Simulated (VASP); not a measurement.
Input of a VASP 6.6.1 run:

The input INCAR:

```
SYSTEM = BaTe
  ALGO = Normal
  EDIFF = 1E-6
  EDIFFG = -0.01
  ENCUT = 600
  GGA = PS
  IBRION = 2
  ISIF = 3
  ISMEAR = 0
  LASPH = .True.
  LCHARG = .False.
  LREAL = .False.
  LWAVE = .False.
  NELM = 100
  NSW = 50
  PREC = Accurate
  SIGMA = 0.05
```

Contents of KPOINTS:

```
k-points
0
Gamma
  6 6 8
  0 0 0
```

File POSCAR:

```
BaTe
1.0
    5.8774855334      0.0000000000      0.0000000000
    0.0000000000      5.8774855334      0.0000000000
    0.0000000000      0.0000000000      4.1770960813
Ba Te
2 2
Direct
    0.5000000000      0.0000000000      0.5000090223
    0.0000000000      0.5000000000      0.4999909777
    0.0000000000      0.0000000000      0.0000000000
    0.5000000000      0.5000000000      0.0000000000
```

Potentials or basis: VASP PAW PBE potentials, release 64 (Ba_sv, Te).

Run with:

```console
$ cat potpaw_PBE.64/Ba_sv/POTCAR potpaw_PBE.64/Te/POTCAR > POTCAR
$ mpirun -np 1 vasp_std > vasp.out
```

Question: Predict the band gap on the k mesh.

Answer: 0.57 eV.

Question: Predict the relaxed volume.

Answer: 36.63 Å³/atom.

Question: Predict the relaxed cell.

Answer: a = 5.917 Å, b = 5.917 Å, c = 4.186 Å, α = 90.00°, β = 90.00°, γ = 90.00°.

Question: Estimate the space group after relaxing (to 0.05 Å).

Answer: Pm-3m (No. 221).

Final structure:
```
Ba Te
1.0
     5.91685    0.00000    0.00000
     0.00000    5.91685    0.00000
     0.00000    0.00000    4.18560
Ba Te
2 2
Direct
  0.50000 0.00000 0.50001
  0.00000 0.50000 0.49999
  0.00000 0.00000 0.00000
  0.50000 0.50000 0.00000
```

Caveat: the PAW data sets were made with another functional, which shifts forces and pressure a little; spin-orbit coupling is left out, which moves the levels of the heavy elements. PBEsol gaps usually lie below the measured ones, often by a third to a half.
